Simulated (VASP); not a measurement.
## Si16C15 (a cell with a defect): single point with LDA

Si16C15 (a cell with a defect):

```xyz
31
Lattice="3.0584 -5.2973 0.0000 -6.1168 0.0000 0.0000 0.0000 0.0000 -10.0121" Properties=species:S:1:pos:R:3 pbc="T T T"
Si   -0.0055   -1.7664   -0.6530
Si    1.5203   -4.4179   -0.6189
Si   -3.0638   -1.7627   -0.6193
Si   -1.5303   -4.4179   -0.6190
Si   -1.5319   -0.8858   -5.6297
Si   -0.0046   -3.5311   -5.6295
Si   -4.5938   -0.8860   -5.6293
Si   -3.0630   -3.5337   -5.6191
Si   -0.0044    0.0153   -3.1171
Si    1.5404   -2.6603   -3.1189
Si   -3.0628   -0.0020   -3.1306
Si   -1.5516   -2.6607   -3.1185
Si   -1.5288   -2.6471   -8.1384
Si   -0.0048   -5.2987   -8.1247
Si   -4.5980   -2.6469   -8.1381
Si   -3.0630   -5.3046   -8.1382
C     1.5098   -4.4251   -2.4923
C    -3.0640   -1.7502   -2.4924
C    -1.5186   -4.4255   -2.4923
C    -1.5327   -0.8849   -7.5145
C    -0.0049   -3.5316   -7.5144
C    -4.5935   -0.8849   -7.5142
C    -3.0635   -3.5330   -7.5206
C    -1.5299   -2.6483   -5.0019
C    -0.0044   -5.2992   -5.0054
C    -4.5957   -2.6485   -5.0019
C    -3.0628   -5.3043   -5.0010
C    -0.0050   -0.0041  -10.0268
C     1.5208   -2.6481  -10.0270
C    -3.0635   -0.0013   -9.9985
C    -1.5316   -2.6482  -10.0275
```

This cell differs from its parent crystal: atoms taken out, then relaxed in part.

```json
{
  "Program": "VASP 6.6.1",
  "Task": "single point",
  "Functional": "LDA",
  "Potentials or basis": "VASP PAW LDA potentials, release 64 (Si, C)",
  "Cutoff": "520 eV",
  "k mesh": "2 × 2 × 2",
  "Occupations": "gaussian, width 0.01 eV",
  "Spin": "no spin polarisation"
}
```

```json
{
  "Pressure": "-0.2 GPa",
  "Largest force": "0.022 eV/Å",
  "Band gap on the k mesh": "0.24 eV"
}
```

Forces in eV/Å, atoms in the order of the input:
```
Si   0.005 -0.002  0.004
Si   0.000  0.004 -0.016
Si  -0.002  0.000 -0.011
Si   0.002  0.000 -0.016
Si   0.002  0.004  0.013
Si   0.001 -0.006  0.009
Si   0.000  0.005  0.009
Si   0.004 -0.004  0.000
Si  -0.001 -0.010 -0.013
Si  -0.010  0.010  0.000
Si   0.002  0.005 -0.001
Si   0.019  0.010 -0.005
Si   0.001  0.004  0.015
Si   0.003 -0.002  0.004
Si   0.000  0.001  0.011
Si  -0.002 -0.007  0.018
C   -0.011 -0.008  0.007
C    0.009  0.006  0.004
C    0.006  0.000  0.006
C   -0.006 -0.001  0.002
C   -0.005 -0.005  0.001
C   -0.001  0.001 -0.001
C   -0.001  0.001 -0.009
C    0.000 -0.003 -0.015
C    0.000  0.001  0.004
C   -0.009  0.001 -0.015
C   -0.003 -0.001 -0.014
C   -0.001  0.001  0.000
C    0.005 -0.003 -0.003
C   -0.002 -0.001  0.010
C   -0.003 -0.002  0.001
```

Stress tensor (GPa, compression positive):
```
 0.26  0.00 -0.01
 0.00  0.25  0.02
-0.01  0.02 -0.98
```

Levels at points of the mesh, in eV from the valence-band top:
```csv
k point,band 60,band 61,band 62,band 63,band 64,band 65
"(0.00, 0.00, 0.00)",-1.77,-1.77,0.00,0.62,0.62,0.75
"(0.50, 0.00, 0.00)",-2.43,-2.18,-0.94,0.24,1.42,2.03
"(0.00, 0.50, 0.00)",-2.43,-2.18,-0.94,0.24,1.42,2.03
"(0.50, 0.50, 0.00)",-2.43,-2.18,-0.94,0.24,1.42,2.03
"(0.00, 0.00, 0.50)",-1.81,-1.81,-0.48,0.93,0.94,1.03
"(0.50, 0.00, 0.50)",-2.52,-2.49,-0.70,0.56,1.24,2.24
"(0.00, 0.50, 0.50)",-2.52,-2.49,-0.70,0.56,1.24,2.24
"(0.50, 0.50, 0.50)",-2.52,-2.49,-0.70,0.56,1.24,2.24
```

Wall time 2.8 min on 1 thread of Intel(R) Xeon(R) 6975P-C (Granite Rapids) (shared host), peak memory 0.4 GiB.

Caveat: the k points lie up to 0.59 Å⁻¹ apart; the cell differs from its parent crystal (atoms taken out, then relaxed in part); semilocal functionals underestimate gaps, and a narrow one can read as zero.
